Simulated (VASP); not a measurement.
A run of VASP 6.6.1 is set up as follows.

File INCAR:

```
  ALGO = Normal
  EDIFF = 1E-6
  EDIFFG = -0.04
  ENCUT = 600
  GGA = PE
  IBRION = 2
  ISIF = 3
  ISMEAR = 0
  LASPH = True
  LCHARG = False
  LREAL = False
  LWAVE = False
  NELM = 100
  NSW = 90
  PREC = Accurate
  SIGMA = 0.1
```

Contents of KPOINTS:

```
k-points
0
Gamma
  6 6 6
```

Contents of POSCAR:

```
KSi3
1.0
   -1.7926713500      1.7926713500      4.4362751800
    1.7926713500     -1.7926713500      4.4362751800
    1.7926713500      1.7926713500     -4.4362751800
K Si
1 3
Direct
    0.0000000000      0.0000000000      0.0000000000
    0.3798992300      0.3798992300      0.0000000000
    0.7500000000      0.2500000000      0.5000000000
    0.6201007700      0.6201007700      0.0000000000
```

Potentials or basis: VASP PAW PBE potentials, release 64 (K_sv, Si).

Run with:

```bash
$ cat potpaw_PBE.64/K_sv/POTCAR potpaw_PBE.64/Si/POTCAR > POTCAR
$ mpirun -np 1 vasp_std > vasp.out
```

Question: What does it give for the relaxed volume?

Answer: 22.31 Å³/atom.

Question: Predict the space group after relaxing (to 0.1 Å).

Answer: I-4m2 (No. 119).

Stress tensor (GPa, compression positive):
```
 0.09  0.00  0.00
 0.00  0.09  0.00
 0.00  0.00 -0.04
```

Caveat: the volume moved by over 15 % at a fixed basis, so the end points are rough.
